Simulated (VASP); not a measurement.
# Pd (P6_3/mmc) in VASP: single point with r2SCAN

Aim: the single point of Pd with r2SCAN.

Everything below comes from runs of VASP 6.6.1. Logs are shortened: lines on timing, memory, paths and dates and some standing lists are left out, and cuts for length are marked.

**1. The cell of the first run**

It takes space group P6_3/mmc (No. 194, hexagonal). Conventional cell: a = 2.784 Å, b = 2.784 Å, c = 4.629 Å, α = 90.00°, β = 90.00°, γ = 120.00°. Pd (site symmetry -6m2) has 12 Pd at 2.78 to 2.82 Å within 3.7 Å.

This isn't the form of Pd at room conditions, which is fcc.

**2. Single point, r2SCAN**

Contents of POSCAR:

```
Pd
1.0
    2.7836650000      0.0000000000      0.0000000000
   -1.3918330000      2.4107250000      0.0000000000
    0.0000000000      0.0000000000      4.6288930000
Pd
2
Direct
    0.6666666667      0.3333333333      0.7500000000
    0.3333333333      0.6666666667      0.2500000000
```

Contents of INCAR.step1:

```
SYSTEM = Pd
ALGO = Normal ; EDIFF = 1E-4
ENCUT = 520 ; GGA = PE
ISMEAR = 0 ; LASPH = .True.
LCHARG = .False. ; LREAL = .False.
LWAVE = .True. ; NBANDS = 17
NELM = 60 ; PREC = Accurate
SIGMA = 0.1
```

Contents of INCAR.step2:

```
SYSTEM = Pd
ALGO = Normal ; EDIFF = 1E-6
ENCUT = 520 ; ISIF = 2
ISMEAR = 0 ; ISTART = 1
LASPH = .True. ; LCHARG = .False.
LMIXTAU = .True. ; LREAL = .False.
LWAVE = .False. ; METAGGA = R2SCAN
NBANDS = 17 ; NELM = 60
PREC = Accurate ; SIGMA = 0.1
```

Contents of KPOINTS:

```
k-points
0
Gamma
  18 18 10
  0 0 0
```

Potentials or basis: VASP PAW PBE potentials, release 64 (Pd).

The run is started by

```
$ cat potpaw_PBE.64/Pd/POTCAR > POTCAR
$ cp INCAR.step1 INCAR
$ mpirun -np 1 vasp_std > vasp.out
$ cp INCAR.step2 INCAR
$ mpirun -np 1 vasp_std > vasp.out
```

OUTCAR:

```text
SYSTEM = Pd
   EDIFF = 1E-6
   ENCUT = 520
   ISIF = 2
   ISMEAR = 0
   ISTART = 1
   LASPH = .True.
   LREAL = .False.
   METAGGA = R2SCAN
   NELM = 60
   PREC = Accurate

 ion  position               nearest neighbor table
   1  0.667  0.333  0.750-   2 2.82   2 2.82   2 2.82   2 2.82   2 2.82   2 2.82
   2  0.333  0.667  0.250-   1 2.82   1 2.82   1 2.82   1 2.82   1 2.82   1 2.82

  LATTYP: Found a hexagonal cell.
 ALAT       =     2.7836650000
 C/A-ratio  =     1.6628771781

  Lattice vectors:

 A1 = (   2.7836650000,   0.0000000000,   0.0000000000)
 A2 = (  -1.3918330000,   2.4107250000,   0.0000000000)
 A3 = (   0.0000000000,   0.0000000000,   4.6288930000)

Analysis of symmetry for initial positions (statically):
=====================================================================
 Subroutine PRICEL returns:
 Original cell was already a primitive cell.

 Routine SETGRP: Setting up the symmetry group for a
 hexagonal supercell.

 Subroutine GETGRP returns: Found 24 space group operations
 (whereof 12 operations were pure point group operations)
 out of a pool of 24 trial point group operations.

The static configuration has the point symmetry D_3d.
 The point group associated with its full space group is D_6h.

Analysis of symmetry for dynamics (positions and initial velocities):
=====================================================================
 Subroutine PRICEL returns:
 Original cell was already a primitive cell.

 Routine SETGRP: Setting up the symmetry group for a
 hexagonal supercell.

 Subroutine GETGRP returns: Found 24 space group operations
 (whereof 12 operations were pure point group operations)
 out of a pool of 24 trial point group operations.

The dynamic configuration has the point symmetry D_3d.
 The point group associated with its full space group is D_6h.

 Subroutine INISYM returns: Found 24 space group operations
 (whereof 12 operations are pure point group operations),
 and found     1 'primitive' translations

----------------------------------------------------------------------------------------

                                     Primitive cell

  volume of cell :      31.0629

  direct lattice vectors                    reciprocal lattice vectors
     2.783665000  0.000000000  0.000000000     0.359238630  0.207406560  0.000000000
    -1.391833000  2.410725000  0.000000000     0.000000000  0.414812971  0.000000000
     0.000000000  0.000000000  4.628893000     0.000000000  0.000000000  0.216034374

  length of vectors
     2.783665000  2.783665592  4.628893000     0.414813059  0.414812971  0.216034374

  position of ions in fractional coordinates (direct lattice)
     0.666666667  0.333333333  0.750000000
     0.333333333  0.666666667  0.250000000

  ion indices of the primitive-cell ions
   primitive index   ion index
                 1           1
                 2           2

----------------------------------------------------------------------------------------

 KPOINTS: k-points

Automatic generation of k-mesh.
 Grid dimensions read from file:
 generate k-points for:   18   18   10

 Generating k-lattice:

  Cartesian coordinates                     Fractional coordinates (reciprocal lattice)
     0.019957702  0.011522587  0.000000000     0.055555556  0.000000000  0.000000000
     0.000000000  0.023045165  0.000000000     0.000000000  0.055555556  0.000000000
     0.000000000  0.000000000  0.021603437     0.000000000  0.000000000  0.100000000

  Length of vectors
     0.023045170  0.023045165  0.021603437

  Shift w.r.t. Gamma in fractional coordinates (k-lattice)
     0.000000000  0.000000000  0.000000000

 Subroutine IBZKPT returns following result:
 ===========================================

 Found    222 irreducible k-points:

 Following reciprocal coordinates:
            Coordinates               Weight
  0.000000  0.000000  0.000000      1.000000
  0.055556  0.000000  0.000000      6.000000
  0.111111  0.000000  0.000000      6.000000
  0.166667  0.000000  0.000000      6.000000
  0.222222  0.000000  0.000000      6.000000
  0.277778  0.000000  0.000000      6.000000
[... 16 lines left out ...]
  0.333333  0.111111  0.000000     12.000000
  0.388889  0.111111  0.000000     12.000000
 [... further k-points ...]
   k-points           NKPTS =    222   k-points in BZ     NKDIM =    222   number of bands    NBANDS=     17
   number of dos      NEDOS =    301   number of ions     NIONS =      2
   total plane-waves  NPLWV =  20736
   dimension x,y,z NGX =    24 NGY =   24 NGZ =   36
   dimension x,y,z NGXF=    48 NGYF=   48 NGZF=   72
   ions per type =               2
   NGX,Y,Z   is equivalent  to a cutoff of  14.33, 14.33, 12.93 a.u.
   NGXF,Y,Z  is equivalent  to a cutoff of  28.67, 28.67, 25.86 a.u.
 SYSTEM =  Pd
   PREC   = accura    normal or accurate (medium, high low for compatibility)
   ISTART =      1    job   : 0-new  1-cont  2-samecut
   ICHARG =      0    charge: 1-file 2-atom 10-const
   ISPIN  =      1    spin polarized calculation?
   LNONCOLLINEAR =      F non collinear calculations
   LSORBIT =      F    spin-orbit coupling
   LASPH  =      T    aspherical Exc in radial PAW
   ENCUT  =  520.0 eV  38.22 Ry    6.18 a.u.   5.18  5.18  8.61*2*pi/ulx,y,z
   NELM   =     60;   NELMIN=  2; NELMDL=  0     # of ELM steps
   EDIFF  = 0.1E-05   stopping-criterion for ELM
   LREAL  =      F    real-space projection
   EDIFFG = 0.1E-04   stopping-criterion for IOM
   NSW    =      0    number of steps for IOM
   IBRION =     -1    ionic relax: 0-MD 1-quasi-New 2-CG
   NFREE  =      0    steps in history (QN), initial steepest desc. (CG)
   ISIF   =      2    stress and relaxation
   ISYM   =      2    0-nonsym 1-usesym 2-fastsym
   POTIM  = 0.5000    time-step for ionic-motion
   TEBEG  =    0.0;   TEEND  =   0.0 temperature during run
   PSTRESS=    0.0 pullay stress
   NELECT =      20.0000    total number of electrons
   NUPDOWN=      -1.0000    fix difference up-down
   EMIN   =  10.00;   EMAX   =-10.00  energy-range for DOS
   EFERMI =   0.00;   METHOD = LEGACY
   ISMEAR =     0;   SIGMA  =   0.10  broadening in eV -4-tet -1-fermi 0-gaus
   EFERMI_NEDOS =   21; number of points for ismear=-14 and -15
   IALGO  =     38    algorithm
   IMIX   =      4    mixing-type and parameters
     AMIX     =   0.40;   BMIX     =  1.00
     AMIX_MAG =   1.60;   BMIX_MAG =  1.00
  volume/ion in A,a.u.               =      15.53       104.81
  Fermi-wavevector in a.u.,A,eV,Ry     =   1.413636  2.671385 27.189427  1.998366
  Thomas-Fermi vector in A             =   2.535261
   LORBIT       =      0    0 simple, 1 ext, 2 COOP (PROOUT), +10 PAW based schemes
   METAGGA = R2SCAN    functional components
   LHFCALC =     F    Hartree Fock is set to
   AEXX    =    0.0000 exact exchange contribution
   IVDW    =     0    specifies the selected vdW correction
   LEPSILON=     F    determine dielectric tensor
   LRPA    =     F    only Hartree local field effects (RPA)
 non-spin polarized calculation
 Gauss-broadening in eV      SIGMA  =   0.10
  energy-cutoff  :      520.00
  volume of cell :       31.06
 maximum number of plane-waves:       854
 NGX is ok and might be reduce to    24
   NGX = 11   NGY = 11   NGZ = 17

 number of electron      20.0000007 magnetization

 Free energy of the ion-electron system (eV)
  ---------------------------------------------------
  ext. energy  EPLUGINS =         0.00000000
  ---------------------------------------------------
  free energy    TOTEN  =       -45.81774751 eV

  energy without entropy =      -45.78992974  energy(sigma->0) =      -45.80383863

 E-fermi :   8.7729     XC(G=0): -13.7444

 val. band max:        8.7712479372   @ k =   0.1111   0.1111   0.5000
 cond. band min:       8.7738481215   @ k =   0.4444   0.0000   0.0000
 fundamental gap:      0.0026001842
 Fermi energy:         8.7728906352

 k-point     1 :       0.0000    0.0000    0.0000
  band No.  band energies     occupation
      1       1.9903      2.00000
      2       3.7434      2.00000
      3       5.9991      2.00000
      4       6.1716      2.00000
      5       6.1716      2.00000
      6       6.5058      2.00000
[... 9 lines left out ...]
     16      29.1327      0.00000
     17      31.5237      0.00000

 k-point     2 :       0.0556    0.0000    0.0000
  band No.  band energies     occupation
      1       2.0910      2.00000
      2       3.8144      2.00000
      3       5.9267      2.00000
      4       6.2344      2.00000
      5       6.2372      2.00000
      6       6.4737      2.00000
[... 9 lines left out ...]
     16      28.9915      0.00000
     17      30.7595      0.00000

 k-point     3 :       0.1111    0.0000    0.0000
  band No.  band energies     occupation
      1       2.3842      2.00000
      2       4.0095      2.00000
      3       5.7759      2.00000
      4       6.3166      2.00000
      5       6.4296      2.00000
      6       6.4526      2.00000
[... 9 lines left out ...]
     16      28.7641      0.00000
     17      29.3976      0.00000

 k-point     4 :       0.1667    0.0000    0.0000
  band No.  band energies     occupation
      1       2.8380      2.00000
      2       4.2606      2.00000
      3       5.6257      2.00000
      4       6.2222      2.00000
      5       6.3220      2.00000
      6       6.6772      2.00000
[... 9 lines left out ...]
     16      28.2945      0.00000
     17      29.1022      0.00000
[... 343 lines left out ...]
      1       4.3578      2.00000
      2       4.4780      2.00000
      3       4.8433      2.00000
      4       5.8569      2.00000
      5       6.1272      2.00000
      6       6.3989      2.00000
[... 9 lines left out ...]
     16      25.4988      0.00000
     17      26.4667      0.00000

 k-point    23 :       0.3333    0.1111    0.0000
  band No.  band energies     occupation
      1       4.2268      2.00000
      2       4.5055      2.00000
      3       4.5755      2.00000
      4       6.0740      2.00000
      5       6.3242      2.00000
      6       6.5456      2.00000
[... 9 lines left out ...]
     16      24.3854      0.00000
     17      24.5636      0.00000

 k-point    24 :       0.3889    0.1111    0.0000
  band No.  band energies     occupation
      1       4.1150      2.00000
      2       4.4120      2.00000
      3       4.4928      2.00000
      4       6.0641      2.00000
      5       6.4073      2.00000
      6       6.6746      2.00000
[... 9 lines left out ...]
     16      22.9697      0.00000
     17      23.3939      0.00000

 [... further k-points ...]

------------------------ aborting loop because EDIFF is reached ----------------------------------------

  FORCE on cell =-STRESS in cart. coord.  units (eV):
  Direction    XX          YY          ZZ          XY          YZ          ZX
  --------------------------------------------------------------------------------------
  -------------------------------------------------------------------------------------
  Total       -1.1499957     -1.1499960     -0.7950944      0.0000002      0.0000000      0.0000000
  in kB      -59.3150644    -59.3150838    -41.0097857      0.0000123      0.0000000      0.0000000
  external PRESSURE =     -53.2133113 kB  Pullay stress =       0.0000000 kB

 VOLUME and BASIS-vectors are now :
 -----------------------------------------------------------------------------
  energy-cutoff  :      520.00
  volume of cell :       31.06
      direct lattice vectors                 reciprocal lattice vectors
     2.783665000  0.000000000  0.000000000     0.359238630  0.207406560  0.000000000
    -1.391833000  2.410725000  0.000000000     0.000000000  0.414812971  0.000000000
     0.000000000  0.000000000  4.628893000     0.000000000  0.000000000  0.216034374

 POSITION                                       TOTAL-FORCE (eV/Angst)
 -----------------------------------------------------------------------------------
      1.39183      0.80357      3.47167        -0.000000     -0.000000      0.000000
     -0.00000      1.60715      1.15722         0.000000      0.000000      0.000000
 -----------------------------------------------------------------------------------
    total drift:                               -0.000000      0.000000     -0.000000

  FREE ENERGIE OF THE ION-ELECTRON SYSTEM (eV)
  ---------------------------------------------------
  free  energy   TOTEN  =       -45.8177475113 eV

  energy  without entropy=      -45.7899297417  energy(sigma->0) =      -45.80383863
```

It took 2.4 min on 1 thread of Intel Xeon 6975P-C (Granite Rapids), shared host; peak memory 0.23 GiB.

Results:

| Quantity | Value |
| --- | --- |
| Free energy | -45.8177 eV |
| Pressure | -5.3 GPa |
| Band gap on the k mesh | zero (bands 10 and 11 overlap by 0.88 eV) |

Stress tensor (GPa, compression positive):
```
-5.93  0.00  0.00
 0.00 -5.93  0.00
 0.00  0.00 -4.10
```

Levels at points of the mesh, in eV from the Fermi level:
| k point | band 6 | band 7 | band 8 | band 9 | band 10 | band 11 | band 12 | band 13 | band 14 | band 15 |
| --- | --- | --- | --- | --- | --- | --- | --- | --- | --- | --- |
| (0.00, 0.00, 0.00) | -2.27 | -2.27 | -1.62 | -1.62 | -0.25 | -0.25 | 1.26 | 7.01 | 17.94 | 19.56 |
| (0.50, 0.00, 0.00) | -2.01 | -1.57 | 0.00 | 0.01 | 0.19 | 2.77 | 4.68 | 9.93 | 10.24 | 13.22 |
| (0.00, 0.00, 0.50) | -2.65 | -2.65 | -2.65 | -0.69 | -0.69 | -0.69 | -0.69 | 14.38 | 14.38 | 18.41 |
| (0.50, 0.00, 0.50) | -1.49 | -0.40 | -0.40 | 0.12 | 0.12 | 2.94 | 2.94 | 8.31 | 8.31 | 16.94 |

Caveat: the cell stands under tension; the PAW data sets were made with another functional, which shifts forces and pressure a little.
